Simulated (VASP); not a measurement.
Crystal: PbS.

```
Pb S
1.0
     2.06599   -5.95109    0.00000
     2.06599    5.95109    0.00000
     0.00000    0.00000    4.25060
Pb S
2 2
Direct
  0.13056 0.86944 0.25000
  0.86944 0.13056 0.75000
  0.35480 0.64520 0.25000
  0.64520 0.35480 0.75000
```

Base run:

```yaml
Program: VASP 6.6.1
Functional: RPBE
Potentials_or_basis: VASP PAW PBE potentials, release 64 (Pb_d, S)
Cutoff: 520 eV
k_mesh: 7 × 7 × 6
Occupations: fermi-dirac, width 0.05 eV
Spin: no spin polarisation
```

Its results: band gap on the k mesh 1.30 eV, indirect (least direct gap 1.53 eV); pressure 4.1 GPa; largest force 0.225 eV/Å.

The run is repeated on the same cell with these changes: functional from RPBE to BLYP; dispersion from none to D3(BJ). What comes out?

Band gap on the k mesh 1.27 eV, indirect (least direct gap 1.50 eV); pressure 1.1 GPa; largest force 0.400 eV/Å.

Several settings changed at once, so the effect can't be laid on one alone.

Caveats: the PAW data sets were made with another functional, which shifts forces and pressure a little; spin-orbit coupling is left out, which moves the levels of the heavy elements.

A k mesh can miss the band edges.
